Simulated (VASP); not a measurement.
**Si3BTe2: single point with PBE**

The system is Si3BTe2.

```
CELL_PARAMETERS angstrom
3.12178 0.00000 0.00000
0.00000 3.12178 0.00000
0.00000 0.00000 12.67979
ATOMIC_POSITIONS crystal
Si 0.00000 0.00000 0.70033
Si 0.00000 0.00000 0.24475
Si 0.50000 0.50000 0.78714
B 0.50000 0.50000 0.27738
Te 0.00000 0.00000 0.03654
Te 0.50000 0.50000 0.45386
```

The cell was generated, and may not be a known phase.

```
Program             : VASP 6.6.1
Task                : single point
Functional          : PBE
Potentials or basis : VASP PAW PBE potentials, release 64 (Si, B, Te)
Cutoff              : 520 eV
k mesh              : 6 × 6 × 2
Occupations         : gaussian, width 0.1 eV
Spin                : no spin polarisation
```

- Pressure: 0.1 GPa
- Largest force: 0.049 eV/Å
- Band gap on the k mesh: zero (an odd number of electrons rules out a gap without spin polarisation)

Forces on the atoms (eV/Å):
```
Si   0.000  0.000 -0.005
Si   0.000  0.000  0.026
Si   0.000  0.000  0.018
B    0.000  0.000 -0.049
Te   0.000  0.000 -0.038
Te   0.000  0.000  0.048
```

Stress tensor (GPa, compression positive):
```
0.20 0.00 0.00
0.00 0.20 0.00
0.00 0.00 0.03
```

Levels at points of the mesh, in eV from the Fermi level:
```csv
k point,band 9,band 10,band 11,band 12,band 13,band 14,band 15,band 16,band 17,band 18
"(0.00, 0.00, 0.00)",-0.74,0.62,0.62,1.20,1.79,1.79,2.10,2.49,2.49,2.77
"(0.50, 0.00, 0.00)",-3.36,-3.35,-1.42,-1.34,1.36,1.82,2.39,3.12,3.82,3.86
"(0.50, 0.50, 0.00)",-4.93,-4.79,-4.25,-4.25,-3.24,-3.24,-1.31,-1.24,0.66,0.74
"(0.00, 0.00, 0.50)",-0.74,-0.23,0.61,0.61,1.83,1.83,2.45,2.45,2.55,3.68
"(0.50, 0.00, 0.50)",-3.09,-3.03,-1.82,-1.77,1.36,2.59,3.12,3.30,3.82,3.86
"(0.50, 0.50, 0.50)",-4.91,-4.78,-4.17,-4.17,-3.30,-3.30,-1.36,-1.27,0.85,0.87
```

It took 84 s on 1 thread of Oxide Virtual Turin-like Processor, with other jobs on the host, peak memory 0.21 GiB.

Caveat: spin-orbit coupling is left out, which moves the levels of the heavy elements; an odd number of electrons without spin polarisation forces a metal; a magnetic or distorted state may lie lower.
